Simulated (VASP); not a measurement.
## C: single point with r2SCAN

System: C, a sheet with vacuum.

```xyz
2
Lattice="2.4650 0.0000 0.0000 -1.2325 2.1348 0.0000 0.0000 0.0000 14.0000" Properties=species:S:1:pos:R:3 pbc="T T T"
C     0.0000    1.4232    7.0000
C     1.2325    0.7116    7.0000
```

```json
{
 "Program": "VASP 6.6.1",
 "Task": "single point",
 "Functional": "r2SCAN",
 "Potentials or basis": "VASP PAW PBE potentials, release 64 (C)",
 "Cutoff": "580 eV",
 "k mesh": "18 × 18 × 1",
 "Occupations": "gaussian, width 0.03 eV",
 "Spin": "no spin polarisation",
 "Dipole correction": "yes",
 "Further INCAR settings": "ALGO = Normal; EDIFF = 1e-06; NBANDS = 11"
}
```

```
Band gap on the k mesh : zero (filled and empty bands touch)
```

Levels at points of the mesh, in eV from the Fermi level:
| k point | band 2 | band 3 | band 4 | band 5 | band 6 | band 7 |
| --- | --- | --- | --- | --- | --- | --- |
| (0.00, 0.00, 0.00) | -8.07 | -3.24 | -3.24 | 3.64 | 4.60 | 5.01 |
| (0.50, 0.00, 0.00) | -14.04 | -6.82 | -2.52 | 1.80 | 7.65 | 11.66 |

Wall time 3.6 min on 1 thread of Intel Xeon 8259CL, on a shared host, peak memory 0.21 GiB.
